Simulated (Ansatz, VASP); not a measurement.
## In: VASP beside Ansatz

```xyz
1
Lattice="-1.9083 1.9083 1.9083 1.9083 -1.9083 1.9083 1.9083 1.9083 -1.9083" Properties=species:S:1:pos:R:3 pbc="T T T"
In    0.0000    0.0000    0.0000
```

Alike in both runs: functional PBE; k mesh 12 × 12 × 12; occupations fermi-dirac, width 0.1 eV; no spin polarisation.

Ansatz relaxed the structure, and its values are those at the end. VASP's run is a single point on that final structure, the one shown.

|  | VASP | Ansatz |
| --- | --- | --- |
| version | VASP 6.6.1 | Ansatz 0.2.0 |
| potentials or method | VASP PAW PBE potentials, release 64 (In_d), cutoff 520 eV | plane waves (420 eV) with PAW, scalar-relativistic |
| valence electrons in the cell | 13 | 13 |

|  | VASP | Ansatz | Ansatz less VASP |
| --- | --- | --- | --- |
| pressure (GPa) | 0.0 | 0.0 | +0.03 |
